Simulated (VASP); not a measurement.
# Y (Fm-3m) in VASP: further runs

The runs below take Y through single point, with PBEsol.

Everything below comes from runs of VASP 6.6.1. Logs are shortened: lines on timing, memory, paths and dates and some standing lists are left out, and cuts for length are marked.

### Step 1. The cell of the first run

Symmetry: Fm-3m, No. 225, cubic system. The conventional cell has a = 4.769 Å, b = 4.769 Å, c = 4.769 Å, α = 90.00°, β = 90.00°, γ = 90.00°. Y (site symmetry m-3m) has 12 Y at 3.37 Å within 4.4 Å.

### Step 2. Single point, PBEsol (volume scaled by 0.88)

The input, INCAR:

```
ALGO = Fast
EDIFF = 1E-7
ENCUT = 520
GGA = PS
ISIF = 2
ISMEAR = 0
LASPH = T
LCHARG = T
LELF = T
LREAL = F
LVHAR = T
LWAVE = F
NBANDS = 12
NELM = 80
PREC = Accurate
SIGMA = 0.1
```

The input, KPOINTS:

```
k-points
0
Gamma
  14 14 14
```

The input, POSCAR:

```
Y
1.0
    0.0000000000      2.3846631718      2.3846631718
    2.3846631718      0.0000000000      2.3846631718
    2.3846631718      2.3846631718      0.0000000000
Y
1
Direct
    0.0000000000      0.0000000000      0.0000000000
```

Potentials or basis: VASP PAW PBE potentials, release 64 (Y_sv).

Run with:

```console
> cat potpaw_PBE.64/Y_sv/POTCAR > POTCAR
> mpirun -np 1 vasp_std > vasp.out
```

OUTCAR:

```text
EDIFF = 1E-7
   ENCUT = 520
   GGA = PS
   ISIF = 2
   ISMEAR = 0
   LASPH = T
   LREAL = F
   NELM = 80
   PREC = Accurate

 ion  position               nearest neighbor table
   1  0.000  0.000  0.000-

  LATTYP: Found a face centered cubic cell.
 ALAT       =     4.7693263436

  Lattice vectors:

 A1 = (   0.0000000000,   2.3846631718,   2.3846631718)
 A2 = (   2.3846631718,   0.0000000000,   2.3846631718)
 A3 = (   2.3846631718,   2.3846631718,   0.0000000000)

Analysis of symmetry for initial positions (statically):
=====================================================================
 Subroutine PRICEL returns:
 Original cell was already a primitive cell.

 Routine SETGRP: Setting up the symmetry group for a
 face centered cubic supercell.

 Subroutine GETGRP returns: Found 48 space group operations
 (whereof 48 operations were pure point group operations)
 out of a pool of 48 trial point group operations.

The static configuration has the point symmetry O_h .

Analysis of symmetry for dynamics (positions and initial velocities):
=====================================================================
 Subroutine PRICEL returns:
 Original cell was already a primitive cell.

 Routine SETGRP: Setting up the symmetry group for a
 face centered cubic supercell.

 Subroutine GETGRP returns: Found 48 space group operations
 (whereof 48 operations were pure point group operations)
 out of a pool of 48 trial point group operations.

The dynamic configuration has the point symmetry O_h .

 Subroutine INISYM returns: Found 48 space group operations
 (whereof 48 operations are pure point group operations),
 and found     1 'primitive' translations

----------------------------------------------------------------------------------------

                                     Primitive cell

  volume of cell :      27.1213

  direct lattice vectors                    reciprocal lattice vectors
     0.000000000  2.384663172  2.384663172    -0.209673218  0.209673218  0.209673218
     2.384663172  0.000000000  2.384663172     0.209673218 -0.209673218  0.209673218
     2.384663172  2.384663172  0.000000000     0.209673218  0.209673218 -0.209673218

  length of vectors
     3.372422999  3.372422999  3.372422999     0.363164666  0.363164666  0.363164666

  position of ions in fractional coordinates (direct lattice)
     0.000000000  0.000000000  0.000000000

  ion indices of the primitive-cell ions
   primitive index   ion index
                 1           1

----------------------------------------------------------------------------------------

 KPOINTS: k-points

Automatic generation of k-mesh.
 Grid dimensions read from file:
 generate k-points for:   14   14   14

 Generating k-lattice:

  Cartesian coordinates                     Fractional coordinates (reciprocal lattice)
    -0.014976658  0.014976658  0.014976658     0.071428571  0.000000000  0.000000000
     0.014976658 -0.014976658  0.014976658     0.000000000  0.071428571  0.000000000
     0.014976658  0.014976658 -0.014976658     0.000000000  0.000000000  0.071428571

  Length of vectors
     0.025940333  0.025940333  0.025940333

  Shift w.r.t. Gamma in fractional coordinates (k-lattice)
     0.000000000  0.000000000  0.000000000

 Subroutine IBZKPT returns following result:
 ===========================================

 Found    104 irreducible k-points:

 Following reciprocal coordinates:
            Coordinates               Weight
  0.000000  0.000000  0.000000      1.000000
  0.071429  0.000000  0.000000      8.000000
  0.142857  0.000000  0.000000      8.000000
  0.214286  0.000000  0.000000      8.000000
  0.285714  0.000000  0.000000      8.000000
  0.357143  0.000000  0.000000      8.000000
[... 16 lines left out ...]
  0.214286  0.142857  0.000000     24.000000
  0.285714  0.142857  0.000000     24.000000
 [... further k-points ...]
   k-points           NKPTS =    104   k-points in BZ     NKDIM =    104   number of bands    NBANDS=     12
   number of dos      NEDOS =    301   number of ions     NIONS =      1
   total plane-waves  NPLWV =  21952
   dimension x,y,z NGX =    28 NGY =   28 NGZ =   28
   dimension x,y,z NGXF=    56 NGYF=   56 NGZF=   56
   ions per type =               1
   NGX,Y,Z   is equivalent  to a cutoff of  13.80, 13.80, 13.80 a.u.
   NGXF,Y,Z  is equivalent  to a cutoff of  27.61, 27.61, 27.61 a.u.
 SYSTEM =  unknown system
   PREC   = accura    normal or accurate (medium, high low for compatibility)
   ISTART =      0    job   : 0-new  1-cont  2-samecut
   ICHARG =      2    charge: 1-file 2-atom 10-const
   ISPIN  =      1    spin polarized calculation?
   LNONCOLLINEAR =      F non collinear calculations
   LSORBIT =      F    spin-orbit coupling
   LASPH  =      T    aspherical Exc in radial PAW
   ENCUT  =  520.0 eV  38.22 Ry    6.18 a.u.   6.27  6.27  6.27*2*pi/ulx,y,z
   NELM   =     80;   NELMIN=  2; NELMDL= -5     # of ELM steps
   EDIFF  = 0.1E-06   stopping-criterion for ELM
   LREAL  =      F    real-space projection
   EDIFFG = 0.1E-05   stopping-criterion for IOM
   NSW    =      0    number of steps for IOM
   IBRION =     -1    ionic relax: 0-MD 1-quasi-New 2-CG
   NFREE  =      0    steps in history (QN), initial steepest desc. (CG)
   ISIF   =      2    stress and relaxation
   ISYM   =      2    0-nonsym 1-usesym 2-fastsym
   POTIM  = 0.5000    time-step for ionic-motion
   TEBEG  =    0.0;   TEEND  =   0.0 temperature during run
   PSTRESS=    0.0 pullay stress
   NELECT =      11.0000    total number of electrons
   NUPDOWN=      -1.0000    fix difference up-down
   EMIN   =  10.00;   EMAX   =-10.00  energy-range for DOS
   EFERMI =   0.00;   METHOD = LEGACY
   ISMEAR =     0;   SIGMA  =   0.10  broadening in eV -4-tet -1-fermi 0-gaus
   EFERMI_NEDOS =   21; number of points for ismear=-14 and -15
   IALGO  =     68    algorithm
   IMIX   =      4    mixing-type and parameters
     AMIX     =   0.40;   BMIX     =  1.00
     AMIX_MAG =   1.60;   BMIX_MAG =  1.00
  volume/ion in A,a.u.               =      27.12       183.02
  Fermi-wavevector in a.u.,A,eV,Ry     =   1.211812  2.289993 19.980006  1.468489
  Thomas-Fermi vector in A             =   2.347316
   LORBIT       =      0    0 simple, 1 ext, 2 COOP (PROOUT), +10 PAW based schemes
   GGA     = PS    functional components
   LHFCALC =     F    Hartree Fock is set to
   AEXX    =    0.0000 exact exchange contribution
   IVDW    =     0    specifies the selected vdW correction
   LEPSILON=     F    determine dielectric tensor
   LRPA    =     F    only Hartree local field effects (RPA)
 non-spin polarized calculation
 RMM-DIIS sequential band-by-band and
 Gauss-broadening in eV      SIGMA  =   0.10
  energy-cutoff  :      520.00
  volume of cell :       27.12
 maximum number of plane-waves:       748
 NGX is ok and might be reduce to    28
   NGX = 13   NGY = 13   NGZ = 13

 number of electron      11.0000000 magnetization

 Free energy of the ion-electron system (eV)
  ---------------------------------------------------
  ext. energy  EPLUGINS =         0.00000000
  ---------------------------------------------------
  free energy    TOTEN  =        -6.73973850 eV

  energy without entropy =       -6.73315706  energy(sigma->0) =       -6.73644778

 E-fermi :   3.9072     XC(G=0): -10.3096

 val. band max:        3.8979004908   @ k =  -0.2857   0.2857   0.0000
 cond. band min:       3.9121620091   @ k =   0.2857   0.2143   0.0000
 fundamental gap:      0.0142615183
 Fermi energy:         3.9072327166

 k-point     1 :       0.0000    0.0000    0.0000
  band No.  band energies     occupation
      1     -38.2799      2.00000
      2     -17.8041      2.00000
      3     -17.8041      2.00000
      4     -17.8041      2.00000
      5      -1.0924      2.00000
      6       5.8675      0.00000
      7       5.8675      0.00000
      8       5.8675      0.00000
      9       8.3728      0.00000
     10       8.3728      0.00000
     11      13.4096      0.00000
     12      17.2420      0.00000

 k-point     2 :       0.0714    0.0000    0.0000
  band No.  band energies     occupation
      1     -38.2729      2.00000
      2     -17.8596      2.00000
      3     -17.8107      2.00000
      4     -17.8107      2.00000
      5      -0.9342      2.00000
      6       5.6896      0.00000
      7       5.9417      0.00000
      8       5.9417      0.00000
      9       8.2794      0.00000
     10       8.2794      0.00000
     11      13.7752      0.00000
     12      16.5997      0.00000

 k-point     3 :       0.1429    0.0000    0.0000
  band No.  band energies     occupation
      1     -38.2533      2.00000
      2     -18.0124      2.00000
      3     -17.8290      2.00000
      4     -17.8290      2.00000
      5      -0.4873      2.00000
      6       5.2747      0.00000
      7       6.1118      0.00000
      8       6.1118      0.00000
      9       8.1086      0.00000
     10       8.1086      0.00000
     11      14.5556      0.00000
     12      15.7210      0.00000
[... 286 lines left out ...]
 k-point    23 :       0.2143    0.1429    0.0000
  band No.  band energies     occupation
      1     -38.2232      2.00000
      2     -18.1455      2.00000
      3     -17.9078      2.00000
      4     -17.8998      2.00000
      5       0.2005      2.00000
      6       4.5867      0.00000
      7       6.3402      0.00000
      8       6.5873      0.00000
      9       7.0618      0.00000
     10       8.8061      0.00000
     11      15.8717      0.00000
     12      16.3585      0.00000

 k-point    24 :       0.2857    0.1429    0.0000
  band No.  band energies     occupation
      1     -38.1955      2.00000
      2     -18.3327      2.00000
      3     -17.9410      2.00000
      4     -17.9314      2.00000
      5       0.8472      2.00000
      6       4.2809      0.00000
      7       5.8486      0.00000
      8       6.6672      0.00000
      9       7.6434      0.00000
     10       9.1153      0.00000
     11      15.1229      0.00000
     12      17.3699      0.00000

 [... further k-points ...]
[... 5 lines left out ...]
  --------------------------------------------------------------------------------------
  -------------------------------------------------------------------------------------
  Total        1.0727371      1.0727371      1.0727371      0.0000000     -0.0000000      0.0000000
  in kB       63.3713176     63.3713176     63.3713176      0.0000000     -0.0000000      0.0000000
  external PRESSURE =      63.3713176 kB  Pullay stress =       0.0000000 kB

 VOLUME and BASIS-vectors are now :
 -----------------------------------------------------------------------------
  energy-cutoff  :      520.00
  volume of cell :       27.12
      direct lattice vectors                 reciprocal lattice vectors
     0.000000000  2.384663172  2.384663172    -0.209673218  0.209673218  0.209673218
     2.384663172  0.000000000  2.384663172     0.209673218 -0.209673218  0.209673218
     2.384663172  2.384663172  0.000000000     0.209673218  0.209673218 -0.209673218

 POSITION                                       TOTAL-FORCE (eV/Angst)
 -----------------------------------------------------------------------------------
      0.00000      0.00000      0.00000         0.000000      0.000000      0.000000
 -----------------------------------------------------------------------------------
    total drift:                               -0.000000      0.000000      0.000000

  FREE ENERGIE OF THE ION-ELECTRON SYSTEM (eV)
  ---------------------------------------------------
  free  energy   TOTEN  =        -6.7397385048 eV

  energy  without entropy=       -6.7331570574  energy(sigma->0) =       -6.73644778
```

It took 96 s on 1 thread of AMD EPYC 7R43 (Zen 3), shared host; peak memory 0.16 GiB.

Results:

- Free energy: -6.7397 eV
- Pressure: 6.3 GPa

Caveat: the PAW data sets were made with another functional, which shifts forces and pressure a little.

### Step 3. Single point, PBEsol (volume scaled by 0.91)

The input, INCAR:

```
PREC = Accurate
ENCUT = 520
EDIFF = 1E-7
ISMEAR = 0
SIGMA = 0.1
LREAL = False
LASPH = True
NELM = 100
ALGO = Normal
ISIF = 2
LWAVE = False
LCHARG = False
GGA = PS
NBANDS = 12
```

The input, KPOINTS:

```
Automatic mesh
0
Gamma
  14 14 14
```

The input, POSCAR:

```
Y
1.0
    0.0000000000      2.4114593829      2.4114593829
    2.4114593829      0.0000000000      2.4114593829
    2.4114593829      2.4114593829      0.0000000000
Y
1
Direct
    0.0000000000      0.0000000000      0.0000000000
```

Potentials or basis: VASP PAW PBE potentials, release 64 (Y_sv).

Run with:

```console
> cat potpaw_PBE.64/Y_sv/POTCAR > POTCAR
> mpirun -np 1 vasp_std > vasp.out
```

Wall time 70 s (1 thread of AMD EPYC 7R43 (Zen 3), shared host); peak memory 0.17 GiB.

It converged, with:

| Property | Result |
| --- | --- |
| Free energy | -6.7706 eV |
| Pressure | 4.4 GPa |

Levels at points of the mesh, in eV from the Fermi level:
```tsv
k point	band 3	band 4	band 5	band 6	band 7	band 8
(0.00, 0.00, 0.00)	-21.83	-21.83	-4.97	1.92	1.92	1.92
(0.50, 0.00, 0.00)	-21.95	-21.95	-2.19	1.14	1.71	1.71
(0.50, 0.50, 0.00)	-22.15	-22.15	-2.13	-1.19	2.83	6.13
```

Caveat: the PAW data sets were made with another functional, which shifts forces and pressure a little.

### Step 4. Single point, PBEsol (volume scaled by 0.94)

The input, INCAR:

```
SYSTEM = Y
ALGO = Fast
EDIFF = 1E-6
ENCUT = 520
GGA = PS
ISIF = 2
ISMEAR = 0
LASPH = .TRUE.
LCHARG = .FALSE.
LREAL = .FALSE.
LWAVE = .FALSE.
NBANDS = 12
NELM = 60
PREC = Accurate
SIGMA = 0.1
```

The input, KPOINTS:

```
k-points
0
G
  14 14 14
  0 0 0
```

The input, POSCAR:

```
Y
1.0
    0.0000000000      2.4376729516      2.4376729516
    2.4376729516      0.0000000000      2.4376729516
    2.4376729516      2.4376729516      0.0000000000
Y
1
Direct
    0.0000000000      0.0000000000      0.0000000000
```

Run with:

```console
> cat potpaw_PBE.64/Y_sv/POTCAR > POTCAR
> mpirun -np 1 vasp_std > vasp.out
```

Wall time 82 s (1 thread of AMD EPYC 7R43 (Zen 3), shared host); peak memory 0.16 GiB.

Results (log left out):

```
Free energy : -6.7910 eV
Pressure    : 2.7 GPa
```

Levels at points of the mesh, in eV from the Fermi level:
| k point | band 1 | band 2 | band 3 | band 4 | band 5 | band 6 | band 7 | band 8 | band 9 | band 10 |
| --- | --- | --- | --- | --- | --- | --- | --- | --- | --- | --- |
| (0.00, 0.00, 0.00) | -42.33 | -21.94 | -21.94 | -21.94 | -4.94 | 1.89 | 1.89 | 1.89 | 4.21 | 4.21 |
| (0.50, 0.00, 0.00) | -42.22 | -22.77 | -22.04 | -22.04 | -2.15 | 1.01 | 1.69 | 1.69 | 5.91 | 5.91 |
| (0.50, 0.50, 0.00) | -42.18 | -22.72 | -22.23 | -22.23 | -2.05 | -1.12 | 2.64 | 5.92 | 6.41 | 6.41 |

Caveat: the PAW data sets were made with another functional, which shifts forces and pressure a little.

(Continued in part 2 of 2.)
